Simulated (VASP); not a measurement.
# K3O3F2 (P1) in VASP: single point with BLYP

Aim: the single point of K3O3F2 with BLYP.

Program: VASP 6.6.1. These are calculated values, not measurements. Logs are shortened: lines on timing, memory, paths and dates and some standing lists are left out, and cuts for length are marked.

**1. The cell of the first run**

The typed cell holds 16 atoms: a = 6.885 Å, b = 7.019 Å, c = 6.955 Å, α = 66.43°, β = 65.75°, γ = 64.89°.

**2. Single point, BLYP**

File INCAR:

```
PREC = Accurate ; ENCUT = 520
EDIFF = 1E-6 ; ISMEAR = -1
SIGMA = 0.1 ; LREAL = Auto
LASPH = True ; NELM = 100
ALGO = Fast ; ISIF = 2
LWAVE = False ; LCHARG = True
GGA = B5 ; ALDAX = 1.0
AGGAX = 1.0 ; AGGAC = 1.0
ALDAC = 0.0 ; LELF = True
LVHAR = True ; NBANDS = 73
```

File KPOINTS:

```
Automatic mesh
0
Gamma
  3 3 3
  0 0.5 0
```

File POSCAR:

```
K3O3F2
1.0
    3.6677840000      2.1816170000      5.4028670000
   -3.7921560000      2.2642810000      5.4548960000
    0.0094030000     -4.3797010000      5.4029370000
O F K
6 4 6
Direct
    0.9213030000      0.7525620000      0.5778010000
    0.5782400000      0.9201790000      0.7517020000
    0.7498930000      0.5778190000      0.9223870000
    0.0782560000      0.2491270000      0.4199740000
    0.4214540000      0.0758080000      0.2544410000
    0.2517670000      0.4233120000      0.0752720000
    0.9984620000      0.9993520000      0.0022240000
    0.5024890000      0.4999690000      0.4986250000
    0.7502910000      0.7496700000      0.7485400000
    0.2485830000      0.2513040000      0.2479490000
    0.3160240000      0.7544580000      0.1827190000
    0.1837590000      0.3171720000      0.7506440000
    0.7584310000      0.1787820000      0.3179520000
    0.6839500000      0.2583400000      0.8087390000
    0.8135550000      0.6803040000      0.2537350000
    0.2497900000      0.8176040000      0.6819400000
```

Potentials or basis: VASP PAW PBE potentials, release 64 (O, F, K_sv).

Started as:

```console
$ cat potpaw_PBE.64/O/POTCAR potpaw_PBE.64/F/POTCAR potpaw_PBE.64/K_sv/POTCAR > POTCAR
$ mpirun -np 1 vasp_std > vasp.out
```

OUTCAR:

```text
PREC = Accurate
   ENCUT = 520
   EDIFF = 1E-6
   ISMEAR = -1
   LREAL = Auto
   LASPH = True
   NELM = 100
   ISIF = 2
   GGA = B5

 ion  position               nearest neighbor table
   1  0.921  0.753  0.578-   9 1.28  13 2.82  12 2.87  16 2.89
   2  0.578  0.920  0.752-   9 1.28  11 2.85
   3  0.750  0.578  0.922-   9 1.32  12 2.81  11 2.82
   4  0.078  0.249  0.420-  10 1.29  15 2.84  13 2.84  16 2.86
   5  0.421  0.076  0.254-  10 1.30  16 2.85
   6  0.252  0.423  0.075-  10 1.32  14 2.81  15 2.83
   7  0.998  0.999  0.002-  13 2.57  11 2.58  16 2.61  14 2.63  12 2.67  15 2.67
   8  0.502  0.500  0.499-  14 2.57  15 2.58  16 2.60  13 2.62  11 2.63  12 2.64
   9  0.750  0.750  0.749-   2 1.28   1 1.28   3 1.32
  10  0.249  0.251  0.248-   4 1.29   5 1.30   6 1.32
  11  0.316  0.754  0.183-   7 2.58   8 2.63   3 2.82   2 2.85  15 3.45  16 3.50  15 3.52  16 3.53
                            13 3.75
  12  0.184  0.317  0.751-   8 2.64   7 2.67   3 2.81   1 2.87  14 3.46  14 3.48  16 3.54  16 3.55

  13  0.758  0.179  0.318-   7 2.57   8 2.62   1 2.82   4 2.84  14 3.47  15 3.53  15 3.55  14 3.58
                            11 3.75
  14  0.684  0.258  0.809-   8 2.57   7 2.63   6 2.81  12 3.46  13 3.47  12 3.48  13 3.58
  15  0.814  0.680  0.254-   8 2.58   7 2.67   6 2.83   4 2.84  11 3.45  11 3.52  13 3.53  13 3.55
                            16 3.81
  16  0.250  0.818  0.682-   8 2.60   7 2.61   5 2.85   4 2.86   1 2.89  11 3.50  11 3.53  12 3.54
                            12 3.55  15 3.81

  Warning from LATTYP: Got some problem with cell dimensions!
  Tried to take original basis but could not verify dimensions!
  LATTYP: Found a triclinic cell.
 ALAT       =    13.1179243648
 B/A-ratio  =     0.5835428391
 C/A-ratio  =     0.7764090497
 COS(alpha) =     0.0007394971
 COS(beta)  =     0.4159055384
 COS(gamma) =     0.8714582987

  Lattice vectors:

 A1 = (  11.2614990000,  -6.7266460000,  -0.1039880000)
 A2 = (   3.8015590000,  -6.6439820000,  -0.0519590000)
 A3 = (   7.4505370000,   4.2970370000,  -5.4549660000)

Analysis of symmetry for initial positions (statically):
=====================================================================
 Subroutine PRICEL returns:
 Original cell was already a primitive cell.

 Routine SETGRP: Setting up the symmetry group for a
 triclinic supercell.

 Subroutine GETGRP returns: Found  1 space group operations
 (whereof  1 operations were pure point group operations)
 out of a pool of  2 trial point group operations.

The static configuration has the point symmetry C_1 .

Analysis of symmetry for dynamics (positions and initial velocities):
=====================================================================
 Subroutine PRICEL returns:
 Original cell was already a primitive cell.

 Routine SETGRP: Setting up the symmetry group for a
 triclinic supercell.

 Subroutine GETGRP returns: Found  1 space group operations
 (whereof  1 operations were pure point group operations)
 out of a pool of  2 trial point group operations.

The dynamic configuration has the point symmetry C_1 .

 Subroutine INISYM returns: Found  1 space group operations
 (whereof  1 operations are pure point group operations),
 and found     1 'primitive' translations

----------------------------------------------------------------------------------------

                                     Primitive cell

  volume of cell :     266.9263

  direct lattice vectors                    reciprocal lattice vectors
     3.667784000  2.181617000  5.402867000     0.135335430  0.076950360  0.062141574
    -3.792156000  2.264281000  5.454896000    -0.132808516  0.074050422  0.060257506
     0.009403000 -4.379701000  5.402937000    -0.001247967 -0.151711914  0.062106760

  length of vectors
     6.884988310  7.018782369  6.955113047     0.167626406  0.163562018  0.163936915

  position of ions in fractional coordinates (direct lattice)
     0.921303000  0.752562000  0.577801000
     0.578240000  0.920179000  0.751702000
     0.749893000  0.577819000  0.922387000
     0.078256000  0.249127000  0.419974000
     0.421454000  0.075808000  0.254441000
     0.251767000  0.423312000  0.075272000
[... 8 lines left out ...]
     0.813555000  0.680304000  0.253735000
     0.249790000  0.817604000  0.681940000

  ion indices of the primitive-cell ions
   primitive index   ion index
                 1           1
                 2           2
                 3           3
                 4           4
                 5           5
                 6           6
[... 8 lines left out ...]
                15          15
                16          16

----------------------------------------------------------------------------------------

 KPOINTS: Automatic mesh

Automatic generation of k-mesh.
 Grid dimensions read from file:
 generate k-points for:    3    3    3

 Generating k-lattice:

  Cartesian coordinates                     Fractional coordinates (reciprocal lattice)
     0.045111810  0.025650120  0.020713858     0.333333333  0.000000000 -0.000000000
    -0.044269505  0.024683474  0.020085835    -0.000000000  0.333333333 -0.000000000
    -0.000415989 -0.050570638  0.020702253    -0.000000000 -0.000000000  0.333333333

  Length of vectors
     0.055875469  0.054520673  0.054645638

  Shift w.r.t. Gamma in fractional coordinates (k-lattice)
     0.000000000  0.500000000  0.000000000

 Subroutine IBZKPT returns following result:
 ===========================================

 Found     14 irreducible k-points:

 Following reciprocal coordinates:
            Coordinates               Weight
  0.000000  0.166667 -0.000000      2.000000
  0.333333  0.166667 -0.000000      2.000000
 -0.333333  0.166667 -0.000000      2.000000
  0.000000  0.500000  0.000000      1.000000
  0.333333  0.500000  0.000000      2.000000
  0.000000  0.166667  0.333333      2.000000
  0.333333  0.166667  0.333333      2.000000
 -0.333333  0.166667  0.333333      2.000000
  0.000000  0.500000  0.333333      2.000000
  0.333333  0.500000  0.333333      2.000000
 -0.333333  0.500000  0.333333      2.000000
 -0.000000 -0.166667  0.333333      2.000000
  0.333333 -0.166667  0.333333      2.000000
 -0.333333 -0.166667  0.333333      2.000000
   k-points           NKPTS =     14   k-points in BZ     NKDIM =     14   number of bands    NBANDS=     73
   number of dos      NEDOS =    301   number of ions     NIONS =     16
   total plane-waves  NPLWV = 157464
   dimension x,y,z NGX =    54 NGY =   54 NGZ =   54
   dimension x,y,z NGXF=   108 NGYF=  108 NGZF=  108
   ions per type =               6   4   6
   NGX,Y,Z   is equivalent  to a cutoff of  13.04, 12.79, 12.91 a.u.
   NGXF,Y,Z  is equivalent  to a cutoff of  26.08, 25.58, 25.81 a.u.
 SYSTEM =  unknown system
   PREC   = accura    normal or accurate (medium, high low for compatibility)
   ISTART =      0    job   : 0-new  1-cont  2-samecut
   ICHARG =      2    charge: 1-file 2-atom 10-const
   ISPIN  =      1    spin polarized calculation?
   LNONCOLLINEAR =      F non collinear calculations
   LSORBIT =      F    spin-orbit coupling
   LASPH  =      T    aspherical Exc in radial PAW
   ENCUT  =  520.0 eV  38.22 Ry    6.18 a.u.  12.80 13.05 12.93*2*pi/ulx,y,z
   NELM   =    100;   NELMIN=  2; NELMDL= -5     # of ELM steps
   EDIFF  = 0.1E-05   stopping-criterion for ELM
   LREAL  =      T    real-space projection
   EDIFFG = 0.1E-04   stopping-criterion for IOM
   NSW    =      0    number of steps for IOM
   IBRION =     -1    ionic relax: 0-MD 1-quasi-New 2-CG
   NFREE  =      0    steps in history (QN), initial steepest desc. (CG)
   ISIF   =      2    stress and relaxation
   ISYM   =      2    0-nonsym 1-usesym 2-fastsym
   POTIM  = 0.5000    time-step for ionic-motion
   TEBEG  =    0.0;   TEEND  =   0.0 temperature during run
   PSTRESS=    0.0 pullay stress
   NELECT =     118.0000    total number of electrons
   NUPDOWN=      -1.0000    fix difference up-down
   EMIN   =  10.00;   EMAX   =-10.00  energy-range for DOS
   EFERMI =   0.00;   METHOD = LEGACY
   ISMEAR =    -1;   SIGMA  =   0.10  broadening in eV -4-tet -1-fermi 0-gaus
   EFERMI_NEDOS =   21; number of points for ismear=-14 and -15
   IALGO  =     68    algorithm
   IMIX   =      4    mixing-type and parameters
     AMIX     =   0.40;   BMIX     =  1.00
     AMIX_MAG =   1.60;   BMIX_MAG =  1.00
  volume/ion in A,a.u.               =      16.68       112.58
  Fermi-wavevector in a.u.,A,eV,Ry     =   1.247111  2.356698 21.160944  1.555286
  Thomas-Fermi vector in A             =   2.381258
   LORBIT       =      0    0 simple, 1 ext, 2 COOP (PROOUT), +10 PAW based schemes
   GGA     = B5    functional components
   LHFCALC =     F    Hartree Fock is set to
   AEXX    =    0.0000 exact exchange contribution
   IVDW    =     0    specifies the selected vdW correction
   LEPSILON=     F    determine dielectric tensor
   LRPA    =     F    only Hartree local field effects (RPA)
 non-spin polarized calculation
 RMM-DIIS sequential band-by-band and
  energy-cutoff  :      520.00
  volume of cell :      266.93
 maximum number of plane-waves:      7204
 NGX is ok and might be reduce to    54
   NGX = 25   NGY = 27   NGZ = 25

 number of electron     118.0000003 magnetization

 Free energy of the ion-electron system (eV)
  ---------------------------------------------------
  ext. energy  EPLUGINS =         0.00000000
  ---------------------------------------------------
  free energy    TOTEN  =       -38.60810966 eV

  energy without entropy =      -38.33538678  energy(sigma->0) =      -38.47174822

 E-fermi :   2.7386     XC(G=0):  -8.4748

 val. band max:        2.7383837405   @ k =   0.3333  -0.1667   0.3333
 cond. band min:       2.7439665681   @ k =   0.3333   0.1667   0.3333
 fundamental gap:      0.0055828276
 Fermi energy:         2.7385541014

 k-point     1 :       0.0000    0.1667   -0.0000
  band No.  band energies     occupation
      1     -32.8878      2.00000
      2     -32.5061      2.00000
      3     -28.2633      2.00000
      4     -28.1971      2.00000
      5     -28.1819      2.00000
      6     -28.1545      2.00000
[... 63 lines left out ...]
     70       7.6781      0.00000
     71       8.1785      0.00000
[... 960 lines left out ...]
     70       7.7272      0.00000
     71       7.7909      0.00000
 [bands above 71 left out]

------------------------ aborting loop because EDIFF is reached ----------------------------------------

  FORCE on cell =-STRESS in cart. coord.  units (eV):
  Direction    XX          YY          ZZ          XY          YZ          ZX
  --------------------------------------------------------------------------------------
  -------------------------------------------------------------------------------------
  Total       66.0693287     67.9869180      3.7512059     -0.4880924      0.4654840      0.4643161
  in kB      396.5693677    408.0793555     22.5159450     -2.9296877      2.7939848      2.7869746
  external PRESSURE =     275.7215561 kB  Pullay stress =       0.0000000 kB

 VOLUME and BASIS-vectors are now :
 -----------------------------------------------------------------------------
  energy-cutoff  :      520.00
  volume of cell :      266.93
      direct lattice vectors                 reciprocal lattice vectors
     3.667784000  2.181617000  5.402867000     0.135335430  0.076950360  0.062141574
    -3.792156000  2.264281000  5.454896000    -0.132808516  0.074050422  0.060257506
     0.009403000 -4.379701000  5.402937000    -0.001247967 -0.151711914  0.062106760

 POSITION                                       TOTAL-FORCE (eV/Angst)
 -----------------------------------------------------------------------------------
      0.53074      1.18335     12.20465         8.094986     14.715047      0.219118
     -1.36153      0.05281     12.20503       -16.654061      0.064513      0.249677
      0.56794     -1.09546     12.18711         8.082962    -14.043376     -0.035095
     -0.65375     -1.10454      4.05086        -8.158735    -14.374957     -0.007985
      1.26072     -0.02327      4.06531        15.937776     -0.356514      0.135727
     -0.68113      1.17809      4.07608        -7.987870     14.103273      0.278777
[... 8 lines left out ...]
      0.40651      2.20398      9.47743         0.105804      0.190992      0.039400
     -2.17789     -0.59046      9.49401        -0.084083      0.059049      0.029896
 -----------------------------------------------------------------------------------
    total drift:                               -0.009136     -0.008699     -0.009547

  FREE ENERGIE OF THE ION-ELECTRON SYSTEM (eV)
  ---------------------------------------------------
  free  energy   TOTEN  =       -38.6081096645 eV

  energy  without entropy=      -38.3353867752  energy(sigma->0) =      -38.47174822
```

Run time: 11 min. Hardware: 1 thread of Intel Xeon 6975P-C (Granite Rapids), shared host; peak memory 0.47 GiB.

Results:

| Item | Value |
| --- | --- |
| Free energy | -38.6081 eV |
| Pressure | 27.6 GPa |
| Largest force | 16.796 eV/Å |
| Band gap on the k mesh | zero (bands 59 and 60 overlap by 0.04 eV) |

Forces in eV/Å, atoms in the order of the input:
```
O     8.095  14.715   0.219
O   -16.654   0.065   0.250
O     8.083 -14.043  -0.035
O    -8.159 -14.375  -0.008
O    15.938  -0.357   0.136
O    -7.988  14.103   0.279
F    -0.008   0.086  -0.040
F    -0.057  -0.035  -0.072
F     0.450  -0.693  -0.413
F     0.271   0.601  -0.338
K     0.168   0.090  -0.052
K    -0.111  -0.008  -0.003
K    -0.070  -0.104  -0.100
K     0.020  -0.296   0.109
K     0.106   0.191   0.039
K    -0.084   0.059   0.030
```

Caveat: the cell stands under pressure; the PAW data sets were made with another functional, which shifts forces and pressure a little.
